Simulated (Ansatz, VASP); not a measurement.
# Ti in VASP and in Ansatz

The input INCAR:

```
SYSTEM = Ti
PREC = Accurate
ENCUT = 520
EDIFF = 1E-7
ISMEAR = -1
SIGMA = 0.1
LREAL = .False.
LASPH = .True.
NELM = 100
ALGO = Normal
ISIF = 2
LWAVE = .False.
LCHARG = .False.
GGA = RP
NBANDS = 12
```

The input KPOINTS:

```
regular mesh
0
Gamma
  15 15 15
  0 0 0
```

The input POSCAR:

```
Ti
1.0
   -1.6017736569      1.6017736569      1.6017736569
    1.6017736569     -1.6017736569      1.6017736569
    1.6017736569      1.6017736569     -1.6017736569
Ti
1
Direct
    0.0000000000      0.0000000000      0.0000000000
```

Input for Ansatz:

```yaml
crystal:
  lattice:
    - [-1.6017736569, 1.6017736569, 1.6017736569]
    - [1.6017736569, -1.6017736569, 1.6017736569]
    - [1.6017736569, 1.6017736569, -1.6017736569]
  atoms:
    - { symbol: Ti, position: [0.0, 0.0, 0.0] }
hamiltonian:
  xc: rpbe
  pseudopotentials:
    kind: paw
    azcp:
      Ti: "pseudopotentials/Ti.paw.azcp"
basis:
  ecutwfc: 420
  fft_grid_basis: typed
kpoints:
  mp_grid: { grid: [15, 15, 15], shift: [0, 0, 0] }
magnetization:
  spin_polarized: false
scf:
  occupations: { method: fermi_dirac, width: 0.1 }
  lower_state_search: "off"
output:
  stress: true
```

Alike in both runs: task single point; functional RPBE; k mesh 15 × 15 × 15; occupations fermi-dirac, width 0.1 eV; no spin polarisation.

|  | VASP | Ansatz |
| --- | --- | --- |
| version | VASP 6.6.1 | Ansatz 0.2.0 |
| potentials or method | VASP PAW PBE potentials, release 64 (Ti_sv), cutoff 520 eV | plane waves (420 eV) with PAW, scalar-relativistic |
| valence electrons in the cell | 12 | 12 |

Ansatz gave:

```
pressure (GPa) : 9.5
```

Question: What did VASP give for the same quantities?

Answer: Pressure (GPa): 9.1.

VASP's potentials were made for PBE, not for RPBE. The functional is the same, so the differences come from potentials, cutoffs and numerics.
